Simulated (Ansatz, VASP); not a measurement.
## ZnS in VASP and in Ansatz

The input INCAR:

```
ALGO = Normal
EDIFF = 1E-6
ENCUT = 520
GGA = RE
ISIF = 2
ISMEAR = -1
LASPH = True
LCHARG = False
LREAL = False
LWAVE = False
NBANDS = 66
NELM = 60
PREC = Accurate
SIGMA = 0.05
```

The input KPOINTS:

```
k-points
0
Gamma
  8 8 2
```

The input POSCAR:

```
ZnS
1.0
    3.8120000000      0.0000000000      0.0000000000
   -1.9060000000      3.3012888392      0.0000000000
    0.0000000000      0.0000000000     18.6899900000
Zn S
6 6
Direct
    0.3333333333      0.6666666667      0.8333300000
    0.6666666667      0.3333333333      0.3333300000
    0.6666666667      0.3333333333      0.6666700000
    0.3333333333      0.6666666667      0.1666700000
    0.0000000000      0.0000000000      0.5000000000
    0.0000000000      0.0000000000      0.0000000000
    0.3333333333      0.6666666667      0.9583300000
    0.6666666667      0.3333333333      0.4583300000
    0.6666666667      0.3333333333      0.7916700000
    0.3333333333      0.6666666667      0.2916700000
    0.0000000000      0.0000000000      0.6250000000
    0.0000000000      0.0000000000      0.1250000000
```

The input input.yaml:

```yaml
crystal:
  lattice:
    - [3.812, 0.0, 0.0]
    - [-1.906, 3.3012888392, 0.0]
    - [0.0, 0.0, 18.68999]
  atoms:
    - { symbol: Zn, position: [0.3333333333, 0.6666666667, 0.83333] }
    - { symbol: Zn, position: [0.6666666667, 0.3333333333, 0.33333] }
    - { symbol: Zn, position: [0.6666666667, 0.3333333333, 0.66667] }
    - { symbol: Zn, position: [0.3333333333, 0.6666666667, 0.16667] }
    - { symbol: Zn, position: [0.0, 0.0, 0.5] }
    - { symbol: Zn, position: [0.0, 0.0, 0.0] }
    - { symbol: S, position: [0.3333333333, 0.6666666667, 0.95833] }
    - { symbol: S, position: [0.6666666667, 0.3333333333, 0.45833] }
    - { symbol: S, position: [0.6666666667, 0.3333333333, 0.79167] }
    - { symbol: S, position: [0.3333333333, 0.6666666667, 0.29167] }
    - { symbol: S, position: [0.0, 0.0, 0.625] }
    - { symbol: S, position: [0.0, 0.0, 0.125] }
hamiltonian:
  xc: revpbe
  pseudopotentials: { kind: paw }
kpoints:
  mp_grid: { grid: [8, 8, 2] }
  band_path:
    path:
      - [[0.0, 0.0, 0.0], [0.5, 0.0, 0.0], [0.3333333333, 0.3333333333, 0.0], [0.0, 0.0, 0.0], [0.0, 0.0, 0.5], [0.5, 0.0, 0.5], [0.3333333333, 0.3333333333, 0.5], [0.0, 0.0, 0.5]]
      - [[0.5, 0.0, 0.5], [0.5, 0.0, 0.0]]
      - [[0.3333333333, 0.3333333333, 0.0], [0.3333333333, 0.3333333333, 0.5]]
    npoints: 10
scf:
  occupations: { method: fermi_dirac, width: 0.05 }
  n_extra_bands: 30
output:
  forces: true
  stress: true
  eigenvalues: true
  fatbands: false
  write_density: true
  write_potential: true
  elf: true
  volumetric_format: npy
```

Alike in both runs: functional revPBE; k mesh 8 × 8 × 2; occupations fermi-dirac, width 0.05 eV; no spin polarisation.

|  | VASP | Ansatz |
| --- | --- | --- |
| version | VASP 6.6.1 | Ansatz 0.2.0 |
| potentials or method | VASP PAW PBE potentials, release 64 (Zn, S) | Ansatz PAW |
| plane-wave cutoff (eV) | 520 | 420 |
| valence electrons in the cell | 108 | 108 |
| task | single point | band structure |

```csv
,VASP,Ansatz,Ansatz less VASP
gap on the k mesh at the Fermi level (eV),2.29,2.29,-0.002
least direct gap on the mesh (eV),2.29,2.29,-0.002
pressure (GPa),4.3,4.0,-0.28
rms of the force components (eV/Å),0.010,0.009,-0.0002
```

VASP's potentials were made for PBE, not for revPBE. Atom by atom the forces differ by 0.001 eV/Å (rms over components).
